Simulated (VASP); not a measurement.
Wanted: the native input for a VASP 6.6.1 run.

```
Task                   : relaxation of cell and atoms
Functional             : PBE
Potentials or basis    : VASP PAW PBE potentials, release 64 (Eu, Al, Ir)
Cutoff                 : 600 eV
k mesh                 : 6 × 6 × 4
Occupations            : gaussian, width 0.1 eV
Spin                   : collinear spin, ferromagnetic start
Starting moments       : [7.0, 0.0, 0.0] μB
Dipole correction      : no
Further INCAR settings : ALGO = Normal; EDIFF = 1e-07; IBRION = 2; EDIFFG = -0.04; NSW = 90; ISIF = 3
```

The structure of EuAlIr lies in POSCAR:

```
EuAlIr
1.0
    4.0515630500      0.0000000000      0.0000000000
   -2.0257815300      3.5087565300      0.0000000000
    0.0000000000      0.0000000000      4.0228121000
Eu Al Ir
1 1 1
Direct
    0.6666666700      0.3333333300      0.5000000000
    0.3333333300      0.6666666700      0.0000000000
    0.0000000000      0.0000000000      0.0000000000
```

The cell was generated, and may not be a known phase.

One way to write it, as run:

INCAR

```
SYSTEM = EuAlIr
ALGO = Normal
EDIFF = 1E-7
EDIFFG = -0.04
ENCUT = 600
GGA = PE
IBRION = 2
ISIF = 3
ISMEAR = 0
ISPIN = 2
LASPH = .TRUE.
LCHARG = .FALSE.
LMAXMIX = 6
LORBIT = 11
LREAL = .FALSE.
LWAVE = .FALSE.
MAGMOM = 7 0 0
NELM = 150
NSW = 90
PREC = Accurate
SIGMA = 0.1
```

KPOINTS

```
k-points
0
G
  6 6 4
  0 0 0
```

Potentials or basis: VASP PAW PBE potentials, release 64 (Eu, Al, Ir).

Launch:

```console
$ cat potpaw_PBE.64/Eu/POTCAR potpaw_PBE.64/Al/POTCAR potpaw_PBE.64/Ir/POTCAR > POTCAR
$ mpirun -np 1 vasp_std > vasp.out
```

Results of the run:

| Item | Value |
| --- | --- |
| Relaxed volume | 22.33 Å³/atom |
| Relaxed cell | a = 4.251 Å, b = 4.251 Å, c = 4.280 Å, α = 90.00°, β = 90.00°, γ = 120.00° |
| Space group after relaxing (to 0.1 Å) | P-6m2 (No. 187) |
| Energy gained by relaxing | 158.9 meV/atom |
| Ionic steps | 9 |
| Pressure after relaxing | 0.0 GPa |
| Net moment | 6.81 μB per cell |
| Site moments | Eu +6.46; Al +0.00; Ir -0.07 μB |
| Valence electrons inside the program's atomic spheres | Eu 14.69; Al 0.84; Ir 8.37 |

Caveat: the k points lie up to 0.37 Å⁻¹ apart in the final cell; the volume moved by over 15 % at a fixed basis, so the end points are rough; semilocal functionals describe open f shells poorly, which spoils levels, moments and volumes.

Wall time 18 min on 1 thread of Oxide Virtual Turin-like Processor (shared host), peak memory 0.24 GiB.
